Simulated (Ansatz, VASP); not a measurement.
**One calculation of SiGeTe2S2, two programs**

```
Si Ge Te S
1.0
    -2.45528    2.45528    5.72676
     2.45528   -2.45528    5.72676
     2.45528    2.45528   -5.72676
Si Ge Te S
1 1 2 2
Cartesian
  0.0000 0.0000 5.7268
  0.0000 0.0000 0.0000
  0.0000 0.0000 8.5242
  0.0000 0.0000 2.9293
  0.0000 2.4553 0.0000
  2.4553 0.0000 0.0000
```

Alike in both runs: task relaxation of cell and atoms; functional PBE; k mesh 6 × 6 × 6; occupations gaussian, width 0.1 eV; no spin polarisation.

|  | VASP | Ansatz |
| --- | --- | --- |
| version | VASP 6.6.1 | Ansatz 0.2.0 |
| potentials or method | VASP PAW PBE potentials, release 64 (Si, Ge_d, Te, S), cutoff 600 eV | scalar-relativistic, plane waves, PAW |
| valence electrons in the cell | 42 | 62 |

```csv
,VASP,Ansatz,Ansatz less VASP
"gap on the k mesh at the Fermi level, each at its own relaxed structure (eV)",none,none,-
relaxed volume (Å³/atom),23.05,23.05,-0.004
relaxed cell length with the largest relative difference (Å),6.782,6.784,+0.0018
```

A gap of «none» marks a metal or a gap that the smearing closes. VASP's potentials hold 42 valence electrons a cell and Ansatz's 62, so a difference there can come from the potentials and not from the codes.

Spin-orbit coupling is off throughout.
